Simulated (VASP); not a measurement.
Runs of VASP 6.6.1 on Mo. The structure is that of space group Fm-3m (No. 225), or close to it. The cells are those of the table. 

```tsv
cell	gap on the mesh (eV)	pressure (GPa)
a = 2.772 Å, angles 60.0°, 1 atom	none	16.7
a = 2.850 Å, angles 60.0°, 1 atom	none	(b)
a = 2.959 Å, angles 60.0°, 1 atom	none	-24.1
a = 2.887 Å, angles 60.0°, 1 atom	none	-12.6
a = 2.811 Å, angles 60.0°, 1 atom	none	(a)
```

Alike in all rows: task single point; level PBE; potentials or basis VASP PAW PBE potentials, release 64 (Mo_sv); no spin polarisation; k mesh 10 × 10 × 10; cutoff (eV) 520; smearing gaussian 0.05 eV.

**Question.** Fill in the values left out.

**Answer.** (a) 4.7; (b) -4.9.

A k mesh can miss the band edges, and the runs leave out spin-orbit coupling on Mo.

A gap of «none» marks levels without a gap at the run's occupations.
